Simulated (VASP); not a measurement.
A run of VASP 6.6.1 is set up as follows.

The input INCAR:

```
SYSTEM = Nb
  ALGO = Normal
  EDIFF = 1E-7
  ENCUT = 520
  GGA = PE
  ISIF = 2
  ISMEAR = -1
  ISPIN = 2
  LASPH = .True.
  LCHARG = .True.
  LELF = .True.
  LMAXMIX = 4
  LORBIT = 11
  LREAL = .False.
  LVHAR = .True.
  LWAVE = .False.
  MAGMOM = 1 1 1
  NBANDS = 30
  NELM = 150
  PREC = Accurate
  SIGMA = 0.05
```

The input KPOINTS:

```
k-points
0
Gamma
  9 9 13
  0 0 0
```

Contents of POSCAR:

```
Nb
1.0
    5.0677722694      0.0000000000      0.0000000000
   -2.5338861347      4.3888195259      0.0000000000
    0.0000000000      0.0000000000      2.7901742633
Nb
3
Direct
    0.0000000000      0.0000000000      0.0000000000
    0.3333333333      0.6666666667      0.5000000000
    0.6666666667      0.3333333333      0.5000000000
```

Potentials or basis: VASP PAW PBE potentials, release 64 (Nb_sv).

Launch:

```console
$ cat potpaw_PBE.64/Nb_sv/POTCAR > POTCAR
$ mpirun -np 1 vasp_std > vasp.out
```

What does it give for the pressure?

-15.1 GPa.

Estimate the net moment.

0.00 μB per cell.

Stress tensor (GPa, compression positive):
```
-14.18   0.00   0.00
  0.00 -14.18   0.00
  0.00   0.00 -16.88
```

Caveat: the cell stands under tension.
